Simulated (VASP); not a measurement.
# GeSb2Te4: single point with PBE

Crystal: GeSb2Te4.

```
Ge Sb Te
1.0
    -3.05836    3.05836    6.06589
     3.05836   -3.05836    6.06589
     3.05836    3.05836   -6.06589
Ge Sb Te
1 2 4
Direct
  0.00000 0.00000 0.00000
  0.50000 0.50000 0.00000
  0.25000 0.75000 0.50000
  0.50348 0.00348 0.50000
  0.24616 0.24616 0.00000
  0.99652 0.49652 0.50000
  0.75384 0.75384 0.00000
```

```json
{"Program": "VASP 6.6.1", "Task": "single point", "Functional": "PBE", "Potentials or basis": "VASP PAW PBE potentials, release 64 (Ge_d, Sb, Te)", "Cutoff": "520 eV", "k mesh": "10 × 10 × 10", "Occupations": "gaussian, width 0.15 eV", "Spin": "no spin polarisation"}
```

```
Pressure               : 0.0 GPa
Largest force          : 0.007 eV/Å
Band gap on the k mesh : zero (bands 24 and 25 overlap by 0.16 eV)
```

Forces on the atoms (eV/Å):
```
Ge   0.000  0.000  0.000
Sb   0.000  0.000  0.000
Sb   0.000  0.000  0.000
Te   0.000  0.000  0.007
Te   0.000  0.000 -0.002
Te   0.000  0.000 -0.007
Te   0.000  0.000  0.002
```

Levels at points of the mesh, in eV from the Fermi level:
```
           k point  band 21  band 22  band 23  band 24  band 25  band 26  band 27  band 28
(0.00, 0.00, 0.00)    -0.86    -0.42    -0.42    -0.19     0.61     2.13     2.93     3.63
(0.50, 0.00, 0.00)    -1.03    -0.80    -0.70    -0.44     0.19     0.99     1.44     1.93
(0.50, 0.50, 0.00)    -0.74    -0.65    -0.49    -0.01     0.00     0.08     0.09     0.27
(0.50, 0.50, 0.50)    -2.18    -0.83    -0.64    -0.64     1.57     3.00     3.00     3.25
```

Wall time 9.2 min on 1 thread of Intel(R) Xeon(R) 6975P-C (Granite Rapids), with other jobs on the host, peak memory 0.93 GiB.

Caveat: spin-orbit coupling is left out, which moves the levels of the heavy elements.
